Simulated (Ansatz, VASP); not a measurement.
# Ta in VASP and in Ansatz

```
Ta
1.0
    -1.57465    1.57465    1.77148
     1.57465   -1.57465    1.77148
     1.57465    1.57465   -1.77148
Ta
1
Cartesian
  0.0000 0.0000 0.0000
```

Change from the starting cell: strain -0.040 along x and y, +0.080 along z, atoms carried along.

Alike in both runs: task single point; functional PBEsol; k mesh 26 × 26 × 26; occupations gaussian, width 0.15 eV; no spin polarisation.

|  | VASP | Ansatz |
| --- | --- | --- |
| version | VASP 6.6.1 | Ansatz 0.2.0 |
| potentials or method | VASP PAW PBE potentials, release 64 (Ta_pv), cutoff 520 eV | scalar-relativistic, plane waves, PAW |
| valence electrons in the cell | 11 | 13 |

Ansatz gave:

```
gap on the k mesh at the Fermi level (eV)                     : none
pressure (GPa)                                                : 2.4
traceless stress, the component that is largest in VASP (GPa) : -8.46
```

**Question.** Which values does VASP return?

**Answer.** gap on the k mesh at the Fermi level (eV): none; pressure (GPa): 2.6; traceless stress, the component that is largest in VASP (GPa): -8.45.

VASP's potentials were made for PBE, not for PBEsol. A gap of «none» marks a metal or a gap that the smearing closes. VASP's potentials hold 11 valence electrons a cell and Ansatz's 13, so a difference there can come from the potentials and not from the codes.

Spin-orbit coupling is off throughout.
